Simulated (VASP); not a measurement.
# AlN (P6_3mc) in VASP: further runs

AlN is run at these levels: PBE, PBEsol; tasks: dielectric tensor, vibrations by perturbation theory.

Everything below comes from runs of VASP 6.6.1. Logs are shortened: lines on timing, memory, paths and dates and some standing lists are left out, and cuts for length are marked.

**1. The cell of the first run**

It takes space group P6_3mc (No. 186, hexagonal). The conventional cell has a = 3.107 Å, b = 3.107 Å, c = 4.979 Å, α = 90.00°, β = 90.00°, γ = 120.00°. Al (site symmetry 3m) has 4 N at 1.89 to 1.90 Å within 2.5 Å. N (site symmetry 3m) has 4 Al at 1.89 to 1.90 Å within 2.5 Å.

**2. Dielectric tensor, PBE**

Contents of INCAR:

```
SYSTEM = AlN
PREC     = Accurate       ! precision mode
ENCUT    = 520            ! plane-wave cutoff, eV
EDIFF    = 1E-8           ! SCF threshold, eV
ISMEAR   = 0              ! smearing method
SIGMA    = 0.01           ! smearing width, eV
LREAL    = .False.        ! projectors in reciprocal space
LASPH    = .True.         ! aspherical terms in the spheres
NELM     = 80             ! most SCF steps
ALGO     = Normal         ! electronic algorithm
ISIF     = 2              ! what is computed and relaxed
LWAVE    = .False.        ! write WAVECAR
LCHARG   = .False.        ! write CHGCAR
GGA      = PE             ! functional
LEPSILON = .True.         ! dielectric tensor by DFPT
```

Contents of KPOINTS:

```
regular mesh
0
Gamma
  9 9 4
  0 0 0
```

Contents of POSCAR:

```
AlN
1.0
    3.1066945029      0.0000000000      0.0000000000
   -1.5533472514      2.6904763613      0.0000000000
    0.0000000000      0.0000000000      4.9785885515
Al N
2 2
Direct
    0.3333333333      0.6666666667     -0.0007956040
    0.6666666667      0.3333333333      0.4992043960
    0.3333333333      0.6666666667      0.3807956040
    0.6666666667      0.3333333333      0.8807956040
```

Potentials or basis: VASP PAW PBE potentials, release 64 (Al, N).

Run with:

```
cat potpaw_PBE.64/Al/POTCAR potpaw_PBE.64/N/POTCAR > POTCAR
mpirun -np 1 vasp_std > vasp.out
```

OUTCAR:

```text
SYSTEM = AlN
   PREC = Accurate
   ENCUT = 520
   EDIFF = 1E-8
   ISMEAR = 0
   LREAL = .False.
   LASPH = .True.
   NELM = 80
   ISIF = 2
   GGA = PE
   LEPSILON = .True.

 ion  position               nearest neighbor table
   1  0.333  0.667  0.999-   4 1.89   4 1.89   4 1.89   3 1.90   2 3.07   2 3.07   2 3.07   2 3.07
                             2 3.07   2 3.07
   2  0.667  0.333  0.499-   3 1.89   3 1.89   3 1.89   4 1.90   1 3.07   1 3.07   1 3.07   1 3.07
                             1 3.07   1 3.07
   3  0.333  0.667  0.381-   2 1.89   2 1.89   2 1.89   1 1.90
   4  0.667  0.333  0.881-   1 1.89   1 1.89   1 1.89   2 1.90

  LATTYP: Found a hexagonal cell.
 ALAT       =     3.1066945029
 C/A-ratio  =     1.6025356040

  Lattice vectors:

 A1 = (   3.1066945029,   0.0000000000,   0.0000000000)
 A2 = (  -1.5533472514,   2.6904763613,   0.0000000000)
 A3 = (   0.0000000000,   0.0000000000,   4.9785885515)

Analysis of symmetry for initial positions (statically):
=====================================================================
 Subroutine PRICEL returns:
 Original cell was already a primitive cell.

 Routine SETGRP: Setting up the symmetry group for a
 hexagonal supercell.

 Subroutine GETGRP returns: Found 12 space group operations
 (whereof  6 operations were pure point group operations)
 out of a pool of 24 trial point group operations.

The static configuration has the point symmetry C_3v.
 The point group associated with its full space group is C_6v.

Analysis of symmetry for dynamics (positions and initial velocities):
=====================================================================
 Subroutine PRICEL returns:
 Original cell was already a primitive cell.

 Routine SETGRP: Setting up the symmetry group for a
 hexagonal supercell.

 Subroutine GETGRP returns: Found 12 space group operations
 (whereof  6 operations were pure point group operations)
 out of a pool of 24 trial point group operations.

The dynamic configuration has the point symmetry C_3v.
 The point group associated with its full space group is C_6v.

 Subroutine INISYM returns: Found 12 space group operations
 (whereof  6 operations are pure point group operations),
 and found     1 'primitive' translations

----------------------------------------------------------------------------------------

                                     Primitive cell

  volume of cell :      41.6135

  direct lattice vectors                    reciprocal lattice vectors
     3.106694503  0.000000000  0.000000000     0.321885528  0.185840696  0.000000000
    -1.553347251  2.690476361  0.000000000     0.000000000  0.371681392  0.000000000
     0.000000000  0.000000000  4.978588551     0.000000000  0.000000000  0.200860141

  length of vectors
     3.106694503  3.106694503  4.978588551     0.371681392  0.371681392  0.200860141

  position of ions in fractional coordinates (direct lattice)
     0.333333333  0.666666667  0.999204396
     0.666666667  0.333333333  0.499204396
     0.333333333  0.666666667  0.380795604
     0.666666667  0.333333333  0.880795604

  ion indices of the primitive-cell ions
   primitive index   ion index
                 1           1
                 2           2
                 3           3
                 4           4

----------------------------------------------------------------------------------------

 KPOINTS: regular mesh

Automatic generation of k-mesh.
 Grid dimensions read from file:
 generate k-points for:    9    9    4

 Generating k-lattice:

  Cartesian coordinates                     Fractional coordinates (reciprocal lattice)
     0.035765059  0.020648966  0.000000000     0.111111111  0.000000000  0.000000000
     0.000000000  0.041297932  0.000000000     0.000000000  0.111111111  0.000000000
     0.000000000  0.000000000  0.050215035     0.000000000  0.000000000  0.250000000

  Length of vectors
[... 102 lines left out ...]
 fundamental gap:      4.2433040096
 Fermi energy:         6.2336720210

 k-point     1 :       0.0000    0.0000    0.0000
  band No.  band energies     occupation
      1      -9.0209      2.00000
      2      -6.8663      2.00000
      3       0.1767      2.00000
      4       5.3266      2.00000
      5       5.3266      2.00000
      6       5.9755      2.00000
      7       5.9755      2.00000
      8       6.1859      2.00000
      9      10.4292      0.00000
     10      12.8891      0.00000
     11      16.8282      0.00000
     12      17.3749      0.00000
[... 331 lines left out ...]
 k-point    24 :       0.3333    0.3333    0.2500
  band No.  band energies     occupation
      1      -6.4863      2.00000
      2      -6.4863      2.00000
      3       1.6111      2.00000
      4       1.7416      2.00000
      5       1.7416      2.00000
      6       3.2301      2.00000
      7       4.7060      2.00000
      8       4.7060      2.00000
      9      12.0839      0.00000
     10      14.4163      0.00000
     11      14.8618      0.00000
     12      14.8618      0.00000

 [... further k-points ...]

  FORCE on cell =-STRESS in cart. coord.  units (eV):
  Direction    XX          YY          ZZ          XY          YZ          ZX
  --------------------------------------------------------------------------------------
  -------------------------------------------------------------------------------------
  Total        1.1510674      1.1510674      1.1120124      0.0000000      0.0000000      0.0000000
  in kB       44.3177168     44.3177168     42.8140430      0.0000000      0.0000000      0.0000000
  external PRESSURE =      43.8164922 kB  Pullay stress =       0.0000000 kB

 VOLUME and BASIS-vectors are now :
 -----------------------------------------------------------------------------
  energy-cutoff  :      520.00
  volume of cell :       41.61
      direct lattice vectors                 reciprocal lattice vectors
     3.106694503  0.000000000  0.000000000     0.321885528  0.185840696  0.000000000
    -1.553347251  2.690476361  0.000000000     0.000000000  0.371681392  0.000000000
     0.000000000  0.000000000  4.978588551     0.000000000  0.000000000  0.200860141

 POSITION                                       TOTAL-FORCE (eV/Angst)
 -----------------------------------------------------------------------------------
     -0.00000      1.79365      4.97463        -0.000000      0.000000     -0.009021
      1.55335      0.89683      2.48533         0.000000     -0.000000     -0.009021
     -0.00000      1.79365      1.89582        -0.000000     -0.000000      0.009021
      1.55335      0.89683      4.38512         0.000000      0.000000      0.009021
 -----------------------------------------------------------------------------------
    total drift:                               -0.000000      0.000000     -0.000939

  FREE ENERGIE OF THE ION-ELECTRON SYSTEM (eV)
  ---------------------------------------------------
  free  energy   TOTEN  =       -29.7678462230 eV

  energy  without entropy=      -29.7678462230  energy(sigma->0) =      -29.76784622

 HEAD OF MICROSCOPIC STATIC DIELECTRIC TENSOR (INDEPENDENT PARTICLE, excluding Hartree and local field effects)
 ------------------------------------------------------
           4.568447     0.000000     0.000000
           0.000000     4.568447    -0.000000
           0.000000    -0.000000     4.773339
 ------------------------------------------------------

 Free energy of the ion-electron system (eV)
  ---------------------------------------------------
  ---------------------------------------------------
  free energy    TOTEN  =        -0.43509204 eV

  energy without entropy =       -0.43509204

------------------------ aborting loop because EDIFF is reached ----------------------------------------

--------------------------------------- Ionic step        2  -------------------------------------------

------------------------ aborting loop because EDIFF is reached ----------------------------------------

--------------------------------------- Ionic step        3  -------------------------------------------

 Free energy of the ion-electron system (eV)
  ---------------------------------------------------
  ---------------------------------------------------
  free energy    TOTEN  =        -0.46126427 eV

  energy without entropy =       -0.46126427

------------------------ aborting loop because EDIFF is reached ----------------------------------------

 PIEZOELECTRIC TENSOR FIELD DIRECTION 3  (e Angst)
 -----------------------------------------------------------------------------
     0.68044  0.00000  0.00000           (  0.00368  0.00000  0.00000)
     0.00000  0.68044 -0.00000           (  0.00000  0.00368  0.00000)
    -0.00000 -0.00000 -1.04225           (  0.00000  0.00000 -0.00270)

 PIEZOELECTRIC TENSOR FIELD DIRECTION 3  (C/m^2)
 -----------------------------------------------------------------------------
     0.26198  0.00000  0.00000
     0.00000  0.26198 -0.00000
    -0.00000 -0.00000 -0.40128

 MACROSCOPIC STATIC DIELECTRIC TENSOR (including local field effects in DFT)
 ------------------------------------------------------
           4.428415     0.000000     0.000000
           0.000000     4.428415     0.000000
           0.000000     0.000000     4.650422
 ------------------------------------------------------

 PIEZOELECTRIC TENSOR (including local field effects)  for field in x, y, z        (e  Angst)
          XX          YY          ZZ          XY          YZ          ZX
  --------------------------------------------------------------------------------
  x     0.00000     0.00000     0.00000    -0.00000     0.00000     0.87440
  y    -0.00000     0.00000     0.00000    -0.00000     0.87440     0.00000
  z     0.68044     0.68044    -1.04225     0.00000     0.00000     0.00000

 PIEZOELECTRIC TENSOR (including local field effects)  for field in x, y, z        (C/m^2)
          XX          YY          ZZ          XY          YZ          ZX
  --------------------------------------------------------------------------------
  x     0.00000     0.00000     0.00000    -0.00000     0.00000     0.33666
  y    -0.00000     0.00000     0.00000    -0.00000     0.33666     0.00000
  z     0.26198     0.26198    -0.40128     0.00000     0.00000     0.00000

 BORN EFFECTIVE CHARGES (including local field effects) (in |e|, cummulative output)
 ---------------------------------------------------------------------------------
 ion    1
    1     2.51258     0.00000    -0.00000
    2     0.00000     2.51258     0.00000
    3     0.00000     0.00000     2.67348
 ion    2
    1     2.51258     0.00000     0.00000
    2     0.00000     2.51258     0.00000
    3     0.00000     0.00000     2.67348
 ion    3
    1    -2.51258    -0.00000     0.00000
    2    -0.00000    -2.51258     0.00000
    3     0.00000     0.00000    -2.67348
 ion    4
    1    -2.51258    -0.00000     0.00000
    2    -0.00000    -2.51258    -0.00000
    3    -0.00000     0.00000    -2.67348
```

Run time: 66 s. Hardware: 1 thread of Intel Xeon 6975P-C (Granite Rapids), shared host; peak memory 0.25 GiB.

What came out:

```
Band gap on the k mesh                  : 4.24 eV, direct
Electronic dielectric tensor (diagonal) : 4.43, 4.43, 4.65
Born charges (mean of the diagonal)     : Al +2.57; N -2.57 e
```

Levels at points of the mesh, in eV from the valence-band top:
| k point | band 6 | band 7 | band 8 | band 9 | band 10 | band 11 |
| --- | --- | --- | --- | --- | --- | --- |
| (0.00, 0.00, 0.00) | -0.21 | -0.21 | 0.00 | 4.24 | 6.70 | 10.64 |
| (0.00, 0.00, 0.50) | -0.54 | -0.54 | -0.54 | 6.51 | 6.51 | 10.35 |

Electronic dielectric tensor:
```
4.43 0.00 0.00
0.00 4.43 0.00
0.00 0.00 4.65
```

Born effective charge tensors (e):
atom 1, Al
```
2.51 0.00 0.00
0.00 2.51 0.00
0.00 0.00 2.67
```
atom 2, Al
```
2.51 0.00 0.00
0.00 2.51 0.00
0.00 0.00 2.67
```
atom 3, N
```
-2.51  0.00  0.00
 0.00 -2.51  0.00
 0.00  0.00 -2.67
```
atom 4, N
```
-2.51  0.00  0.00
 0.00 -2.51  0.00
 0.00  0.00 -2.67
```

[end of part 1 of 2]
